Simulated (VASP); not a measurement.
BN (zinc blende type): single point with PBE

The system is BN (zinc blende type).

```
CELL_PARAMETERS angstrom
0.00000 1.81500 1.81500
1.81500 0.00000 1.81500
1.81500 1.81500 0.00000
ATOMIC_POSITIONS crystal
B 0.00000 0.00000 0.00000
N 0.25000 0.25000 0.25000
```

```json
{
  "Program": "VASP 6.6.1",
  "Task": "single point",
  "Functional": "PBE",
  "Potentials or basis": "VASP PAW PBE potentials, release 64 (B, N)",
  "Cutoff": "520 eV",
  "k mesh": "8 × 8 × 8",
  "Occupations": "fermi-dirac, width 0.1 eV",
  "Spin": "no spin polarisation"
}
```

```json
{
 "Pressure": "-1.4 GPa",
 "Band gap on the k mesh": "4.45 eV, indirect (least direct gap 8.76 eV)"
}
```

Levels at points of the mesh, in eV from the valence-band top:
```
           k point  band 1  band 2  band 3  band 4  band 5  band 6  band 7  band 8
(0.00, 0.00, 0.00)  -20.09    0.00    0.00    0.00    8.76    8.76    8.76   10.15
(0.50, 0.00, 0.00)  -15.93  -10.58   -1.92   -1.92    9.98   10.64   10.64   15.13
(0.50, 0.50, 0.00)  -14.58   -8.84   -4.84   -4.84    4.45    9.16   17.73   17.73
```

Wall time 3.2 s on 1 thread of Intel(R) Xeon(R) Platinum 8488C (Sapphire Rapids), on a shared host, peak memory 0.12 GiB.

A k mesh can miss the band edges.
